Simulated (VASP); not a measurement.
SiC:

```xyz
2
Lattice="0.0000 2.1897 2.1897 2.1897 0.0000 2.1897 2.1897 2.1897 0.0000" Properties=species:S:1:pos:R:3 pbc="T T T"
Si    0.0000    0.0000    0.0000
C     3.2846    3.2846    3.2846
```

Base run:

```yaml
Program: VASP 6.6.1
Functional: r2SCAN
Potentials_or_basis: VASP PAW PBE potentials, release 64 (Si, C)
Cutoff: 520 eV
k_mesh: 10 × 10 × 10
Occupations: gaussian, width 0.02 eV
Spin: no spin polarisation
```

Its results: band gap on the k mesh 1.73 eV, indirect (least direct gap 5.04 eV); pressure -3.7 GPa.

Problem. The run is repeated on the same cell with these changes: functional from r2SCAN to HSE06; k mesh from 10 × 10 × 10 to 8 × 8 × 8. What comes out?

Solution. Band gap on the k mesh 2.24 eV, indirect (least direct gap 5.71 eV); pressure -5.0 GPa.

Several settings changed at once, so the effect can't be laid on one alone.

Caveats: the PAW data sets were made with another functional, which shifts forces and pressure a little.

A k mesh can miss the band edges.
